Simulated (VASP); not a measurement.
Here is a VASP 6.6.1 calculation.

File INCAR:

```
PREC = Accurate
ENCUT = 600
EDIFF = 1E-6
ISMEAR = 0
SIGMA = 0.1
LREAL = False
LASPH = True
NELM = 100
ALGO = Normal
ISIF = 3
LWAVE = False
LCHARG = False
GGA = PE
IBRION = 2
NSW = 100
EDIFFG = -0.01
```

Contents of KPOINTS:

```
regular mesh
0
Gamma
  14 14 14
```

Contents of POSCAR:

```
Mg3O2
1.0
   -1.5099646686      1.5099646686      6.6403672494
    1.5099646686     -1.5099646686      6.6403672494
    1.5099646686      1.5099646686     -6.6403672494
Mg O
3 2
Direct
    0.6690150644      0.6690150644      0.0000000000
    0.3309849356      0.3309849356      0.0000000000
    0.0000000000      0.0000000000      0.0000000000
    0.8298687232      0.8298687232      0.0000000000
    0.1701312768      0.1701312768      0.0000000000
```

Potentials or basis: VASP PAW PBE potentials, release 64 (Mg, O).

The run is started by

```bash
$ cat potpaw_PBE.64/Mg/POTCAR potpaw_PBE.64/O/POTCAR > POTCAR
$ mpirun -np 1 vasp_std > vasp.out
```

What does it give for the space group after relaxing (to 0.1 Å)?

I4/mmm (No. 139).

Estimate the relaxed cell.

a = 6.962 Å, b = 6.962 Å, c = 6.962 Å, α = 155.02°, β = 155.02°, γ = 35.63°.

Estimate the relaxed volume.

12.03 Å³/atom.

Predict the band gap on the k mesh.

zero (bands 9 and 10 overlap by 1.40 eV).

Step by step:
```
step  energy change (eV)  largest force (eV/Å)  pressure (GPa)  volume (Å³)
   1              0.0000                0.0725           -0.73        60.56
   2             -0.0015                0.0149            0.13        60.08
   3             -0.0015                0.0184            0.03        60.12
   4             -0.0015                0.0176            0.06        60.11
   5             -0.0015                0.0022            0.03        60.13
```
